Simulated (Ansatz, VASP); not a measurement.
**Two plane-wave programs on Ag**

```xyz
3
Lattice="4.6164 0.0000 0.0000 -2.3082 3.9980 0.0000 0.0000 0.0000 2.7660" Properties=species:S:1:pos:R:3 pbc="T T T"
Ag   -2.3082    3.9980    0.0000
Ag    0.0000    2.6653    1.3830
Ag    2.3082    1.3327    1.3830
```

Alike in both runs: task single point; functional PBEsol; k mesh 9 × 9 × 13; occupations fermi-dirac, width 0.1 eV; no spin polarisation.

```csv
,VASP,Ansatz
version,VASP 6.6.1,Ansatz 0.2.0
potentials or method,"VASP PAW PBE potentials, release 64 (Ag), cutoff 520 eV","plane waves (420 eV) with PAW, scalar-relativistic"
valence electrons in the cell,33,57
```

|  | VASP | Ansatz | Ansatz less VASP |
| --- | --- | --- | --- |
| pressure (GPa) | -0.2 | 0.0 | +0.22 |
| traceless stress, the component that is largest in VASP (GPa) | -0.25 | -0.26 | -0.007 |

VASP's potentials were made for PBE, not for PBEsol, and Ansatz warns of the same on its side. VASP's potentials hold 33 valence electrons a cell and Ansatz's 57, so a difference there can come from the potentials and not from the codes.
